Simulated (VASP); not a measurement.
SiF: single point with r2SCAN

Crystal: SiF.

```
Si F
1.0
     1.31329    0.75823    3.90763
    -1.31329    0.75823    3.90763
     0.00000   -1.51646    3.90763
Si F
1 1
Direct
  0.50000 0.50000 0.50000
  0.00000 0.00000 0.00000
```

| Quantity | Value |
| --- | --- |
| Program | VASP 6.6.1 |
| Task | single point |
| Functional | r2SCAN |
| Potentials or basis | VASP PAW PBE potentials, release 64 (Si, F) |
| Cutoff | 520 eV |
| k mesh | 12 × 12 × 12 |
| Occupations | fermi-dirac, width 0.05 eV |
| Spin | no spin polarisation |

```
Pressure : -0.3 GPa
```

Stress tensor (GPa, compression positive):
```
-0.24  0.00  0.00
 0.00 -0.24  0.00
 0.00  0.00 -0.32
```

Levels at points of the mesh, in eV from the Fermi level:
| k point | band 3 | band 4 | band 5 | band 6 | band 7 | band 8 |
| --- | --- | --- | --- | --- | --- | --- |
| (0.00, 0.00, 0.00) | -7.96 | -3.77 | -3.77 | 3.41 | 8.40 | 12.43 |
| (0.50, 0.00, 0.00) | -6.31 | -5.21 | -4.40 | -2.25 | 3.27 | 6.77 |
| (0.50, 0.50, 0.00) | -7.16 | -5.15 | -4.47 | -2.06 | 5.76 | 6.99 |
| (0.50, 0.50, 0.50) | -3.78 | -3.78 | -3.77 | -0.78 | 12.05 | 12.05 |

It took 7.7 min on 1 thread of AMD EPYC 9R45 (Zen 5), with other jobs on the host, peak memory 0.17 GiB.

Caveat: the PAW data sets were made with another functional, which shifts forces and pressure a little; an odd number of electrons without spin polarisation forces a metal; a magnetic or distorted state may lie lower.
